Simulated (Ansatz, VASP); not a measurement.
**Al: VASP beside Ansatz**

File INCAR:

```
SYSTEM = Al
ALGO = Normal
EDIFF = 1E-6
ENCUT = 520
GGA = PS
ISIF = 2
ISMEAR = 0
LASPH = .True.
LCHARG = .False.
LREAL = .False.
LWAVE = .False.
NBANDS = 8
NELM = 100
PREC = Accurate
SIGMA = 0.15
```

File KPOINTS:

```
k-points
0
Gamma
  20 20 20
  0 0 0
```

Contents of POSCAR:

```
Al
1.0
   -1.6469113441      1.6469113441      1.5912186900
    1.6469113441     -1.6469113441      1.5912186900
    1.6469113441      1.6469113441     -1.5912186900
Al
1
Direct
    0.0000000000      0.0000000000      0.0000000000
```

Input for Ansatz:

```yaml
crystal:
  lattice:
    - [-1.6469113441, 1.6469113441, 1.59121869]
    - [1.6469113441, -1.6469113441, 1.59121869]
    - [1.6469113441, 1.6469113441, -1.59121869]
  atoms:
    - { symbol: Al, position: [0.0, 0.0, 0.0] }
basis:
  ecutwfc: 420
kpoints:
  mp_grid: { grid: [20, 20, 20] }
hamiltonian:
  xc: pbesol
scf:
  occupations: { method: gaussian, width: 0.15 }
output:
  forces: true
  stress: true
  eigenvalues: true
```

Change from the starting cell: strain +0.0350 x Voigt [1, 1, 0, 0, 0, 0], atoms carried along.

Alike in both runs: task single point; functional PBEsol; k mesh 20 × 20 × 20; occupations gaussian, width 0.15 eV; no spin polarisation.

|  | VASP | Ansatz |
| --- | --- | --- |
| version | VASP 6.6.1 | Ansatz 0.2.0 |
| potentials or method | VASP PAW PBE potentials, release 64 (Al), cutoff 520 eV | scalar-relativistic, plane waves, PAW |
| valence electrons in the cell | 3 | 3 |

VASP gave:

| Item | Value |
| --- | --- |
| gap on the k mesh at the Fermi level (eV) | none |
| pressure (GPa) | -2.7 |
| traceless stress, the component that is largest in VASP (GPa) | -0.72 |

Question: Which values does Ansatz return?

Answer: gap on the k mesh at the Fermi level (eV): none; pressure (GPa): -2.8; traceless stress, the component that is largest in VASP (GPa): -0.72.

VASP's potentials were made for PBE, not for PBEsol. A gap of «none» marks a metal or a gap that the smearing closes.
